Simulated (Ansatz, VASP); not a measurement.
# Ni: VASP beside Ansatz

```
Ni
1.0
     0.00000    2.04049    1.58314
     1.65350    0.00000    1.58314
     1.65350    2.04049    0.00000
Ni
1
Direct
  0.00000 0.00000 0.00000
```

Change from the starting cell: strain +e along x and -e along y -0.1100, strain +e along z and -e/2 along x and y -0.1000.

Alike in both runs: task single point; functional PBE; k mesh 22 × 22 × 22; occupations gaussian, width 0.15 eV; collinear spin.

```csv
,VASP,Ansatz
version,VASP 6.6.1,Ansatz 0.2.0
potentials or method,"VASP PAW PBE potentials, release 64 (Ni), cutoff 520 eV","scalar-relativistic, plane waves, PAW"
valence electrons in the cell,10,18
```

VASP gave:

| Property | Result |
| --- | --- |
| gap on the k mesh at the Fermi level (eV) | none |
| pressure (GPa) | 9.2 |
| traceless stress, the component that is largest in VASP (GPa) | -26.05 |
| net moment per atom (μB) | 0.52 |
| size of the moment on the site where the two differ most (μB) | 0.53 |

Question: Estimate Ansatz's values.

Answer: gap on the k mesh at the Fermi level (eV): none; pressure (GPa): 9.4; traceless stress, the component that is largest in VASP (GPa): -26.70; net moment per atom (μB): 0.54; size of the moment on the site where the two differ most (μB): 0.57.

Site moments also hang on the region over which each program counts them. A gap of «none» marks a metal or a gap that the smearing closes. VASP's potentials hold 10 valence electrons a cell and Ansatz's 18, so a difference there can come from the potentials and not from the codes.
